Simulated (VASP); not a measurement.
Wanted: the native input for a VASP 6.6.1 run.

```yaml
Task: single point
Functional: PBE
Potentials_or_basis: VASP PAW PBE potentials, release 64 (Al, N)
Cutoff: 520 eV
k_mesh: 9 × 9 × 6
Occupations: gaussian, width 0.05 eV
Spin: no spin polarisation
Dipole_correction: no
Further_INCAR_settings: ALGO = Normal; EDIFF = 1e-06; NBANDS = 16
```

The structure of AlN lies in POSCAR:

```
AlN
1.0
    3.0360000000      0.0000000000      0.0000000000
   -1.5180000000      2.6292531259      0.0000000000
    0.0000000000      0.0000000000      5.6190000000
Al N
2 2
Direct
    0.3333333333      0.6666666667      0.0071243260
    0.6666666667      0.3333333333      0.5071243260
    0.3333333333      0.6666666667      0.3778756740
    0.6666666667      0.3333333333      0.8778756740
```

The input as run:

INCAR

```
SYSTEM = AlN
ALGO = Normal ; EDIFF = 1E-6
ENCUT = 520 ; GGA = PE
ISIF = 2 ; ISMEAR = 0
LASPH = .True. ; LCHARG = .False.
LREAL = .False. ; LWAVE = .False.
NBANDS = 16 ; NELM = 100
PREC = Accurate ; SIGMA = 0.05
```

KPOINTS

```
k-points
0
Gamma
  9 9 6
  0 0 0
```

Potentials or basis: VASP PAW PBE potentials, release 64 (Al, N).

The run is started by

```console
$ cat potpaw_PBE.64/Al/POTCAR potpaw_PBE.64/N/POTCAR > POTCAR
$ mpirun -np 1 vasp_std > vasp.out
```

It gave:

| Item | Value |
| --- | --- |
| Pressure | -6.4 GPa |
| Band gap on the k mesh | 2.78 eV, direct |

Wall time 31 s on 1 thread of Intel(R) Xeon(R) Platinum 8259CL CPU @ 2.50GHz (Skylake/Cascade Lake), on a shared host, peak memory 0.17 GiB.
